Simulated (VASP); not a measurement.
Here is a VASP 6.6.1 calculation.

File INCAR:

```
SYSTEM = Pd
  PREC = Accurate
  ENCUT = 520
  EDIFF = 1E-7
  ISMEAR = -1
  SIGMA = 0.05
  LREAL = .FALSE.
  LASPH = .TRUE.
  NELM = 150
  ALGO = Normal
  ISIF = 2
  LWAVE = .FALSE.
  LCHARG = .FALSE.
  ISPIN = 2
  MAGMOM = 0.5 -0.5
  LORBIT = 11
  LMAXMIX = 4
  GGA = PS
  NBANDS = 21
```

KPOINTS

```
Automatic mesh
0
G
  15 15 8
  0 0 0
```

File POSCAR:

```
Pd
1.0
    2.7530502790      0.0000000000      0.0000000000
   -1.3765251395      2.3842114795      0.0000000000
    0.0000000000      0.0000000000      4.6329007899
Pd
2
Direct
    0.3333333333      0.6666666667      0.2500000000
    0.6666666667      0.3333333333      0.7500000000
```

Potentials or basis: VASP PAW PBE potentials, release 64 (Pd).

Launch:

```sh
$ cat potpaw_PBE.64/Pd/POTCAR > POTCAR
$ mpirun -np 1 vasp_std > vasp.out
```

Q: What does it give for the net moment?

A: 0.00 μB per cell.

Q: Estimate the pressure.

A: -7.4 GPa.

Q: Predict the band gap on the k mesh.

A: Zero (filled and empty bands overlap).

Stress tensor (GPa, compression positive):
```
-7.21  0.00  0.00
 0.00 -7.21  0.00
 0.00  0.00 -7.63
```

Caveat: the PAW data sets were made with another functional, which shifts forces and pressure a little.
